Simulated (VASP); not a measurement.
A run of VASP 6.6.1:

File INCAR:

```
PREC = Accurate
ENCUT = 520
EDIFF = 1E-6
ISMEAR = -1
SIGMA = 0.1
LREAL = F
LASPH = T
NELM = 80
ALGO = Normal
ISIF = 2
LWAVE = F
LCHARG = F
NBANDS = 16
```

KPOINTS

```
regular mesh
0
Gamma
  13 13 13
```

POSCAR

```
Co
1.0
    0.0000000000      2.4592195288      2.4592195288
    2.4592195288      0.0000000000      2.4592195288
    2.4592195288      2.4592195288      0.0000000000
Co
2
Direct
    0.1250000000      0.1250000000      0.1250000000
    0.8750000000      0.8750000000      0.8750000000
```

Potentials or basis: VASP PAW LDA potentials, release 64 (Co).

Launch:

```bash
$ cat potpaw_LDA.64/Co/POTCAR > POTCAR
$ mpirun -np 1 vasp_std > vasp.out
```

Hardware: 1 thread of AMD EPYC 7R43 64-Core Processor (Zen 3), on a shared host.

How long does it take, and how much memory?

Run time: 40 s on 1 thread of AMD EPYC 7R43 64-Core Processor (Zen 3) (shared host), peak memory 0.12 GiB. Counts: scf iterations 12, k points 84.
